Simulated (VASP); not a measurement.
**SrY3: single point with PBE**

Crystal: SrY3.

```
CELL_PARAMETERS angstrom
5.23862 0.00000 0.00000
0.00000 5.23862 0.00000
0.00000 0.00000 5.23862
ATOMIC_POSITIONS crystal
Sr 0.00000 0.00000 0.00000
Y 0.00000 0.50000 0.50000
Y 0.50000 0.00000 0.50000
Y 0.50000 0.50000 0.00000
```

```
Program                : VASP 6.6.1
Task                   : single point
Functional             : PBE
Potentials or basis    : VASP PAW PBE potentials, release 64 (Sr_sv, Y_sv)
Cutoff                 : 520 eV
k mesh                 : 4 × 4 × 4
Occupations            : gaussian, width 0.1 eV
Spin                   : no spin polarisation
Dipole correction      : no
Further INCAR settings : ALGO = Normal; EDIFF = 1e-07; NBANDS = 30
```

| Quantity | Value |
| --- | --- |
| Pressure | 0.1 GPa |
| Band gap on the k mesh | zero (an odd number of electrons rules out a gap without spin polarisation) |

Levels at points of the mesh, in eV from the Fermi level:
```csv
k point,band 16,band 17,band 18,band 19,band 20,band 21,band 22,band 23,band 24,band 25
"(0.00, 0.00, 0.00)",-17.25,-4.44,-1.45,-1.45,-1.40,-0.57,-0.57,-0.57,1.93,1.93
"(0.50, 0.00, 0.00)",-17.25,-2.85,-2.66,-0.58,-0.44,0.16,0.33,0.33,0.45,0.45
"(0.50, 0.50, 0.00)",-17.26,-1.58,-1.53,-1.53,-1.21,0.23,0.52,0.58,0.58,0.59
"(0.50, 0.50, 0.50)",-17.26,-1.79,-1.79,-1.79,-1.44,0.38,0.67,0.67,0.67,1.40
```

It took 33 s on 1 thread of Intel(R) Xeon(R) 6975P-C (Granite Rapids) (shared host), peak memory 0.26 GiB.
